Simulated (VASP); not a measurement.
Crystal: YTl.

```
Y Tl
1.0
     0.00000    3.26000    3.26000
     3.26000    0.00000    3.26000
     3.26000    3.26000    0.00000
Y Tl
1 1
Cartesian
  0.0000 0.0000 0.0000
  1.6300 1.6300 1.6300
```

* Program: VASP 6.6.1
* Task: relaxation of cell and atoms
* Functional: LDA
* Potentials or basis: VASP PAW LDA potentials, release 64 (Y_sv, Tl_d)
* Cutoff: 500 eV
* k mesh: 5 × 5 × 5
* Occupations: gaussian, width 0.05 eV
* Spin: no spin polarisation

At the start: pressure 4.6 GPa; volume 34.65 Å³/atom.

Problem. How do energy, volume and symmetry change on relaxing?

Solution. Over 3 steps the energy falls by 51.6 meV/atom and the volume is 38.59 Å³/atom (+11.4 %); space group F-43m (No. 216, to 0.1 Å) before and after.

Step by step:
| step | energy change (eV) | largest force (eV/Å) | pressure (GPa) | volume (Å³) |
| --- | --- | --- | --- | --- |
| 1 | 0.0000 | 0.0000 | 4.59 | 69.29 |
| 2 | -0.0952 | 0.0000 | -1.01 | 79.73 |
| 3 | -0.1033 | 0.0000 | 0.02 | 77.17 |

Final structure:
```xyz
2
Lattice="0.0000 3.3792 3.3792 3.3792 0.0000 3.3792 3.3792 3.3792 0.0000" Properties=species:S:1:pos:R:3 pbc="T T T"
Y     0.0000    0.0000    0.0000
Tl    1.6896    1.6896    1.6896
```
